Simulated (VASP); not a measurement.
**W: single point with PBE**

W:

```
CELL_PARAMETERS angstrom
-1.57725 1.57725 1.57725
1.57725 -1.57725 1.57725
1.57725 1.57725 -1.57725
ATOMIC_POSITIONS crystal
W 0.00000 0.00000 0.00000
```

| Quantity | Value |
| --- | --- |
| Program | VASP 6.6.1 |
| Task | single point |
| Functional | PBE |
| Potentials or basis | VASP PAW PBE potentials, release 64 (W_sv) |
| Cutoff | 500 eV |
| k mesh | 11 × 11 × 11 |
| Occupations | fermi-dirac, width 0.05 eV |
| Spin | no spin polarisation |

```
Pressure               : 9.7 GPa
Band gap on the k mesh : zero (band 7 reaches 15.96 eV, above the bottom of band 8 at 10.35 eV)
```

Levels at points of the mesh, in eV from the Fermi level:
```csv
k point,band 5,band 6,band 7,band 8,band 9,band 10
"(0.00, 0.00, 0.00)",-9.70,-1.25,-1.25,-1.25,2.28,2.28
```

Wall time 15 s on 1 thread of Intel Xeon 8259CL, with other jobs on the host, peak memory 0.13 GiB.

Caveat: spin-orbit coupling is left out, which moves the levels of the heavy elements.
